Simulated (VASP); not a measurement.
# EuS (Fm-3m) in VASP: notebook, part 2 of 2

VASP 6.6.1.

**3. Single point, PBE+U, collinear spin, ferromagnetic start**

The input, INCAR:

```
SYSTEM = EuS
ALGO     = Normal         ! electronic algorithm
EDIFF    = 1E-6           ! SCF threshold, eV
ENCUT    = 600            ! plane-wave cutoff, eV
GGA      = PE             ! functional
GGA_COMPAT= .False.      
ISIF     = 2              ! what is computed and relaxed
ISMEAR   = -1             ! smearing method
ISPIN    = 2              ! spin polarisation
LASPH    = .True.         ! aspherical terms in the spheres
LCHARG   = .False.        ! write CHGCAR
LDAU     = .True.         ! DFT+U
LDAUJ    = 0 0          
LDAUL    = 3 -1           ! shell
LDAUPRINT= 1            
LDAUTYPE = 2            
LDAUU    = 3 0            ! U, eV
LMAXMIX  = 6              ! l up to which the mixer works
LORBIT   = 11             ! projections on sites
LREAL    = .False.        ! projectors in reciprocal space
LWAVE    = .False.        ! write WAVECAR
MAGMOM   = 9.1 0          ! initial moments
NBANDS   = 22             ! bands
NELM     = 200            ! most SCF steps
PREC     = Accurate       ! precision mode
SIGMA    = 0.15           ! smearing width, eV
```

The input, KPOINTS:

```
k-points
0
Gamma
  7 7 7
  0 0 0
```

The input, POSCAR:

```
EuS
1.0
    0.0000000000      2.9785000000      2.9785000000
    2.9785000000      0.0000000000      2.9785000000
    2.9785000000      2.9785000000      0.0000000000
Eu S
1 1
Direct
    0.0000000000      0.0000000000      0.0000000000
    0.5000000000      0.5000000000      0.5000000000
```

Potentials or basis: VASP PAW PBE potentials, release 64 (Eu, S).

Started as:

```console
> cat potpaw_PBE.64/Eu/POTCAR potpaw_PBE.64/S/POTCAR > POTCAR
> mpirun -np 1 vasp_std > vasp.out
```

OUTCAR:

```text
SYSTEM = EuS
   EDIFF = 1E-6
   ENCUT = 600
   GGA = PE
   ISIF = 2
   ISMEAR = -1
   ISPIN = 2
   LASPH = .True.
   LORBIT = 11
   LREAL = .False.
   NELM = 200
   PREC = Accurate

 ion  position               nearest neighbor table
   1  0.000  0.000  0.000-   2 2.98   2 2.98   2 2.98   2 2.98   2 2.98   2 2.98
   2  0.500  0.500  0.500-   1 2.98   1 2.98   1 2.98   1 2.98   1 2.98   1 2.98

  LATTYP: Found a face centered cubic cell.
 ALAT       =     5.9570000000

  Lattice vectors:

 A1 = (   0.0000000000,   2.9785000000,   2.9785000000)
 A2 = (   2.9785000000,   0.0000000000,   2.9785000000)
 A3 = (   2.9785000000,   2.9785000000,   0.0000000000)

Analysis of symmetry for initial positions (statically):
=====================================================================
 Subroutine PRICEL returns:
 Original cell was already a primitive cell.

 Routine SETGRP: Setting up the symmetry group for a
 face centered cubic supercell.

 Subroutine GETGRP returns: Found 48 space group operations
 (whereof 48 operations were pure point group operations)
 out of a pool of 48 trial point group operations.

The static configuration has the point symmetry O_h .

Analysis of symmetry for dynamics (positions and initial velocities):
=====================================================================
 Subroutine PRICEL returns:
 Original cell was already a primitive cell.

 Routine SETGRP: Setting up the symmetry group for a
 face centered cubic supercell.

 Subroutine GETGRP returns: Found 48 space group operations
 (whereof 48 operations were pure point group operations)
 out of a pool of 48 trial point group operations.

The dynamic configuration has the point symmetry O_h .

Analysis of structural, dynamic, and magnetic symmetry:
=====================================================================
 Subroutine PRICEL returns:
 Original cell was already a primitive cell.

[... 189 lines left out ...]
  ext. energy  EPLUGINS =         0.00000000
  ---------------------------------------------------
  free energy    TOTEN  =       -19.47708978 eV

  energy without entropy =      -19.42241128  energy(sigma->0) =      -19.44975053

 E-fermi :   4.1351     XC(G=0):  -9.5974

 val. band max:        3.8139251392   @ k =   0.0000   0.0000   0.0000
 cond. band min:       4.2054926459   @ k =   0.2857   0.2857   0.0000
 fundamental gap:      0.3915675067
 Fermi energy:         4.1351111195

 spin component 1

 k-point     1 :       0.0000    0.0000    0.0000
  band No.  band energies     occupation
      1     -36.8021      1.00000
      2     -15.5999      1.00000
      3     -15.5999      1.00000
      4     -15.5999      1.00000
      5      -9.1703      1.00000
      6       1.4287      1.00000
[... 489 lines left out ...]
     21      10.9895      0.00000
     22      12.3219      0.00000
 Fermi energy:         4.1351111195

 spin component 2

 k-point     1 :       0.0000    0.0000    0.0000
  band No.  band energies     occupation
      1     -33.6912      1.00000
      2     -13.3349      1.00000
      3     -13.3349      1.00000
      4     -13.3349      1.00000
      5      -9.1737      1.00000
      6       1.7086      1.00000
[... 489 lines left out ...]
     21      11.8574      0.00000
     22      13.3898      0.00000

------------------------ aborting loop because EDIFF is reached ----------------------------------------

  FORCE on cell =-STRESS in cart. coord.  units (eV):
  Direction    XX          YY          ZZ          XY          YZ          ZX
  --------------------------------------------------------------------------------------
  -------------------------------------------------------------------------------------
  Total       -0.2525233     -0.2525233     -0.2525233      0.0000000      0.0000000     -0.0000000
  in kB       -7.6557753     -7.6557753     -7.6557753      0.0000000      0.0000000     -0.0000000
  external PRESSURE =      -7.6557753 kB  Pullay stress =       0.0000000 kB

 VOLUME and BASIS-vectors are now :
 -----------------------------------------------------------------------------
  energy-cutoff  :      600.00
  volume of cell :       52.85
      direct lattice vectors                 reciprocal lattice vectors
     0.000000000  2.978500000  2.978500000    -0.167869733  0.167869733  0.167869733
     2.978500000  0.000000000  2.978500000     0.167869733 -0.167869733  0.167869733
     2.978500000  2.978500000  0.000000000     0.167869733  0.167869733 -0.167869733

 POSITION                                       TOTAL-FORCE (eV/Angst)
 -----------------------------------------------------------------------------------
      0.00000      0.00000      0.00000        -0.000000      0.000000      0.000000
      2.97850      2.97850      2.97850         0.000000      0.000000     -0.000000
 -----------------------------------------------------------------------------------
    total drift:                                0.000000      0.000000      0.000000

  FREE ENERGIE OF THE ION-ELECTRON SYSTEM (eV)
  ---------------------------------------------------
  free  energy   TOTEN  =       -19.4770897814 eV

  energy  without entropy=      -19.4224112788  energy(sigma->0) =      -19.44975053

 total charge

# of ion       s       p       d       f       tot
--------------------------------------------------
    1        2.028   5.773   0.274   6.742  14.817
    2        1.316   2.441   0.000   0.000   3.757
--------------------------------------------------
tot          3.345   8.214   0.274   6.742  18.574

 magnetization (x)

# of ion       s       p       d       f       tot
--------------------------------------------------
    1       -0.015  -0.116   0.066   6.719   6.654
    2       -0.006  -0.061   0.000   0.000  -0.067
--------------------------------------------------
tot         -0.022  -0.177   0.066   6.719   6.587
```

It took 3.3 min on 1 thread of Intel Xeon Platinum 8488C (Sapphire Rapids), shared host; peak memory 0.27 GiB.

What came out:

```yaml
Free_energy: -19.4771 eV
Pressure: -0.8 GPa
Band_gap_on_the_k_mesh: zero (filled and empty bands overlap)
Net_moment: 6.98 μB per cell
Site_moments: Eu +6.65; S -0.07 μB
Valence_electrons_inside_the_program's_atomic_spheres: Eu 14.82; S 3.76
```

Eigenvalues of the final occupation matrices:
| site | spin | trace | eigenvalues |
| --- | --- | --- | --- |
| site 1 f | 1 | 6.74 | 0.96 0.96 0.96 0.97 0.97 0.97 0.97 |
| site 1 f | 2 | 0.01 | 0.00 0.00 0.00 0.00 0.00 0.00 0.00 |

Caveat: spin-orbit coupling is left out, which moves the levels of the heavy elements; a cell with one magnetic atom can't hold antiferromagnetic order, which such compounds often take.

**4. Comparison with measurements**

Step 3. Against the measured gap of EuS, 1.72 eV (optical; 300 K; powder; “Crystal-field mediated electronic transitions of EuS up to 35 GPa”, 2022, pmc:8786971), the calculated 0.00 eV is off by -1.72 eV. So large a miss can be the level of theory's own, or it may mean another phase, state or a wrong row. Spin-orbit coupling on Eu is left out. The value is that of PBE+U on a finite k mesh, which can miss the band edges, without temperature or zero-point motion. The run's magnetic order (collinear spin, ferromagnetic start) needn't be the measured crystal's.
